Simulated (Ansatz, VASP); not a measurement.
Two plane-wave programs on AlN

The input INCAR:

```
SYSTEM = AlN
  PREC = Accurate
  ENCUT = 520
  EDIFF = 1E-7
  ISMEAR = -1
  SIGMA = 0.02
  LREAL = .False.
  LASPH = .True.
  NELM = 100
  ALGO = Normal
  ISIF = 2
  LWAVE = .False.
  LCHARG = .False.
  GGA = PE
  IBRION = 2
  NSW = 80
  EDIFFG = -0.02
```

The input KPOINTS:

```
Automatic mesh
0
Gamma
  11 11 6
  0 0 0
```

File POSCAR:

```
AlN
1.0
    3.1709958777      0.0000000000      0.0000000000
   -1.5854979389      2.7461629854      0.0000000000
    0.0000000000      0.0000000000      5.0776718557
Al N
2 2
Direct
    0.6666666667      0.3333333333      0.0000000000
    0.3333333333      0.6666666667      0.5000000000
    0.6666666667      0.3333333333      0.3820000000
    0.3333333333      0.6666666667      0.8820000000
```

Input for Ansatz:

```yaml
crystal:
  lattice:
    - [3.1709958777, 0.0, 0.0]
    - [-1.5854979389, 2.7461629854, 0.0]
    - [0.0, 0.0, 5.0776718557]
  atoms:
    - { symbol: Al, position: [0.6666666667, 0.3333333333, 0.0] }
    - { symbol: Al, position: [0.3333333333, 0.6666666667, 0.5] }
    - { symbol: "N", position: [0.6666666667, 0.3333333333, 0.382] }
    - { symbol: "N", position: [0.3333333333, 0.6666666667, 0.882] }
kpoints:
  mp_grid: { grid: [11, 11, 6] }
scf:
  occupations: { method: fermi_dirac, width: 0.02 }
hamiltonian:
  xc: pbe
  pseudopotentials: { kind: paw }
output:
  forces: true
  stress: true
  populations: true
  efg:
    quadrupole_moments_barn: { Al: 0.1466, "N": 0.02044 }
    contact_densities: true
relax:
  f_tol: 0.02
  max_steps: 60
```

Change from the starting cell: volume scaled by 1.06, ions relaxed.

Alike in both runs: task relaxation of the atoms; functional PBE; k mesh 11 × 11 × 6; occupations fermi-dirac, width 0.02 eV; no spin polarisation.

|  | VASP | Ansatz |
| --- | --- | --- |
| version | VASP 6.6.1 | Ansatz 0.2.0 |
| potentials or method | VASP PAW PBE potentials, release 64 (Al, N) | plane-wave PAW, scalar-relativistic |
| plane-wave cutoff (eV) | 520 | 420 |
| valence electrons in the cell | 16 | 16 |

|  | VASP | Ansatz | Ansatz less VASP |
| --- | --- | --- | --- |
| gap on the k mesh at the Fermi level, each at its own relaxed structure (eV) | 3.72 | 3.71 | -0.008 |

Ansatz's warnings: stress scf threshold loose.
